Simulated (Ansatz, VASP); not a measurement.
# One calculation of CaB6, two programs

```
Ca B
1.0
     4.15466   -1.02315    0.08936
     0.26895    4.53872   -0.15550
     0.06778   -0.93069    4.73175
Ca B
1 6
Cartesian
  2.2492 1.0177 0.5691
  4.0597 2.6481 4.2018
  3.7494 -1.2159 1.2148
  0.7754 2.9961 1.5102
  3.7652 -1.5266 2.7922
  0.8006 2.6320 3.0751
  0.8161 2.3206 4.6525
```

Alike in both runs: functional PBE; k mesh 6 × 4 × 4; occupations gaussian, width 0.1 eV; no spin polarisation.

Ansatz relaxed the structure, and its values are those at the end. VASP's run is a single point on that final structure, the one shown.

|  | VASP | Ansatz |
| --- | --- | --- |
| version | VASP 6.6.1 | Ansatz 0.2.0 |
| potentials or method | VASP PAW PBE potentials, release 64 (Ca_sv, B), cutoff 520 eV | scalar-relativistic, plane waves, PAW |
| valence electrons in the cell | 28 | 28 |

|  | VASP | Ansatz | Ansatz less VASP |
| --- | --- | --- | --- |
| gap on the k mesh at the Fermi level (eV) | none | none | - |
| pressure (GPa) | 0.1 | 0.0 | -0.08 |
| rms of the force components (eV/Å) | 0.006 | 0.005 | -0.0013 |

A gap of «none» marks a metal or a gap that the smearing closes. With one functional, cell and mesh, what is left measures potentials, basis and numerics.
